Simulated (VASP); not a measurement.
Set up this calculation in VASP 6.6.1, as the native input.

| Property | Result |
| --- | --- |
| Task | single point |
| Functional | PBEsol |
| Potentials or basis | VASP PAW PBE potentials, release 64 (Be, Se) |
| Cutoff | 600 eV |
| k mesh | 10 × 10 × 10 |
| Occupations | gaussian, width 0.02 eV |
| Spin | no spin polarisation |
| Dipole correction | no |
| Further INCAR settings | ALGO = Normal; EDIFF = 1e-06; NBANDS = 11 |

The structure of BeSe lies in POSCAR:

```
BeSe
1.0
    0.0000000000      2.5596658031      2.5596658031
    2.5596658031      0.0000000000      2.5596658031
    2.5596658031      2.5596658031      0.0000000000
Be Se
1 1
Direct
    0.0000000000      0.0000000000      0.0000000000
    0.7500000000      0.7500000000      0.7500000000
```

This cell differs from its parent crystal: Te replaced by Se, lengths x 0.954, strained.

These files were run (other wordings do the same):

INCAR

```
ALGO = Normal ; EDIFF = 1E-6
ENCUT = 600 ; GGA = PS
GGA_COMPAT = F ; ISIF = 2
ISMEAR = 0 ; LASPH = T
LCHARG = F ; LREAL = F
LWAVE = F ; NBANDS = 11
NELM = 120 ; PREC = Accurate
SIGMA = 0.02
```

KPOINTS

```
k-points
0
Gamma
  10 10 10
```

Potentials or basis: VASP PAW PBE potentials, release 64 (Be, Se).

Run with:

```console
$ cat potpaw_PBE.64/Be/POTCAR potpaw_PBE.64/Se/POTCAR > POTCAR
$ mpirun -np 1 vasp_std > vasp.out
```

It gave:

The pressure is 0.8 GPa and the band gap on the k mesh is 2.44 eV, indirect (least direct gap 4.33 eV).

Caveat: the cell differs from its parent crystal (Te replaced by Se, lengths x 0.954, strained); the PAW data sets were made with another functional, which shifts forces and pressure a little.

Run time: 30 s on 1 thread of Intel Xeon 8259CL (shared host), peak memory 0.18 GiB.
